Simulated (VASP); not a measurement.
Write the native input for VASP 6.6.1 that does the following.

| Quantity | Value |
| --- | --- |
| Task | relaxation of cell and atoms |
| Functional | PBE |
| Potentials or basis | VASP PAW PBE potentials, release 64 (Zr_sv, B) |
| Cutoff | 600 eV |
| k mesh | 12 × 12 × 6 |
| Occupations | gaussian, width 0.1 eV |
| Spin | no spin polarisation |
| Dipole correction | no |
| Further INCAR settings | ALGO = Normal; EDIFF = 1e-06; IBRION = 2; EDIFFG = -0.01; NSW = 100; ISIF = 3 |

The structure of Zr2B3 lies in POSCAR:

```
Zr2B3
1.0
    3.5705490030      0.0000000000      0.0000000000
   -1.7852745015      3.0921861420      0.0000000000
    0.0000000000      0.0000000000      6.5865908321
Zr B
2 3
Direct
    0.0000000000      0.0000000000      0.2489668397
    0.0000000000      0.0000000000      0.7510331603
    0.5000000000      0.0000000000      0.5000000000
    0.0000000000      0.5000000000      0.5000000000
    0.5000000000      0.5000000000      0.5000000000
```

The cell was built from a structure type or drawn by symmetry, and may not be a known phase.

These files were run (other wordings do the same):

INCAR

```
ALGO = Normal ; EDIFF = 1E-6
EDIFFG = -0.01 ; ENCUT = 600
GGA = PE ; IBRION = 2
ISIF = 3 ; ISMEAR = 0
LASPH = True ; LCHARG = False
LREAL = False ; LWAVE = False
NELM = 80 ; NSW = 100
PREC = Accurate ; SIGMA = 0.1
```

KPOINTS

```
k-points
0
Gamma
  12 12 6
```

Potentials or basis: VASP PAW PBE potentials, release 64 (Zr_sv, B).

Run with:

```bash
$ cat potpaw_PBE.64/Zr_sv/POTCAR potpaw_PBE.64/B/POTCAR > POTCAR
$ mpirun -np 1 vasp_std > vasp.out
```

Results of the run:

| Property | Result |
| --- | --- |
| Relaxed volume | 14.62 Å³/atom |
| Relaxed cell | a = 3.585 Å, b = 3.585 Å, c = 6.568 Å, α = 90.00°, β = 90.00°, γ = 120.00° |
| Space group after relaxing (to 0.1 Å) | P6/mmm (No. 191) |
| Energy gained by relaxing | 0.3 meV/atom |
| Ionic steps | 8 |
| Pressure after relaxing | 0.0 GPa |
| Largest force after relaxing | 0.009 eV/Å |
| Band gap on the k mesh | zero (an odd number of electrons rules out a gap without spin polarisation) |

Wall time 3.5 min on 1 thread of Intel(R) Xeon(R) 6975P-C (Granite Rapids), on a shared host, peak memory 0.29 GiB.
